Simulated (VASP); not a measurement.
# TaVN2: single point with PBE+D3(BJ)+U

The system is TaVN2.

```xyz
8
Lattice="6.0997 0.0000 0.0000 0.0000 3.0499 0.0000 0.0000 0.0000 4.2961" Properties=species:S:1:pos:R:3 pbc="T T T"
Ta    0.0000    0.0000    0.0000
Ta    3.0499    0.0000    0.0000
V     1.5249    1.5250    2.1481
V     4.5748    1.5250    2.1481
N     0.0000    0.0000    2.1481
N     1.5249    1.5250    0.0000
N     3.0499    0.0000    2.1481
N     4.5748    1.5250    0.0000
```

| Item | Value |
| --- | --- |
| Program | VASP 6.6.1 |
| Task | single point |
| Functional | PBE |
| Dispersion | D3(BJ) |
| Potentials or basis | VASP PAW PBE potentials, release 64 (Ta_sv_GW, V_sv, N) |
| Cutoff | 600 eV |
| k mesh | 4 × 7 × 5 |
| Occupations | fermi-dirac, width 0.05 eV |
| Spin | collinear spin, antiferromagnetic start |
| Starting moments | [0.0, 0.0, 1.8, -1.8, 0.0, 0.0, 0.0, 0.0] μB |
| Hubbard terms | V d U = 5.9 eV, J = 0.9 eV |

* Pressure: 10.0 GPa
* Band gap on the k mesh: zero (filled and empty bands overlap)
* Net moment: 0.00 μB per cell
* Site moments: Ta +0.00; V +2.36, -2.36; N +0.00, +0.02, -0.02 (each value once) μB
* Valence electrons inside the program's atomic spheres: Ta 11.63; V 11.59; N 3.77, 3.80 (each value once)
* Dispersion energy per atom: -0.451 eV

Stress tensor (GPa, compression positive):
```
12.83  0.00  0.00
 0.00 12.98  0.00
 0.00  0.00  4.25
```

Levels at points of the mesh, in eV from the Fermi level:
Spin up:
| k point | band 34 | band 35 | band 36 | band 37 | band 38 | band 39 |
| --- | --- | --- | --- | --- | --- | --- |
| (0.00, 0.00, 0.00) | -2.44 | -2.36 | -1.80 | 0.75 | 0.92 | 0.96 |
| (0.50, 0.00, 0.00) | -2.40 | -1.22 | -1.15 | -0.72 | 0.31 | 0.63 |
Spin down:
```csv
k point,band 33,band 34,band 35,band 36,band 37,band 38,band 39,band 40
"(0.00, 0.00, 0.00)",-2.47,-2.44,-2.36,-1.80,0.75,0.92,0.96,1.07
"(0.50, 0.00, 0.00)",-2.40,-2.40,-1.22,-1.15,-0.72,0.31,0.63,1.38
```

Eigenvalues of the final occupation matrices:
| site | spin | trace | eigenvalues |
| --- | --- | --- | --- |
| site 3 d | 1 | 2.77 | 0.15 0.16 0.76 0.80 0.90 |
| site 3 d | 2 | 0.43 | 0.04 0.05 0.06 0.14 0.14 |
| site 4 d | 1 | 0.43 | 0.04 0.05 0.06 0.14 0.14 |
| site 4 d | 2 | 2.77 | 0.15 0.16 0.76 0.80 0.90 |

It took 3.6 min on 1 thread of Intel(R) Xeon(R) 6975P-C (Granite Rapids) (shared host), peak memory 0.43 GiB.

Caveat: the cell stands under pressure; spin-orbit coupling is left out, which moves the levels of the heavy elements. The state reached can hang on the start; a lower one may exist.
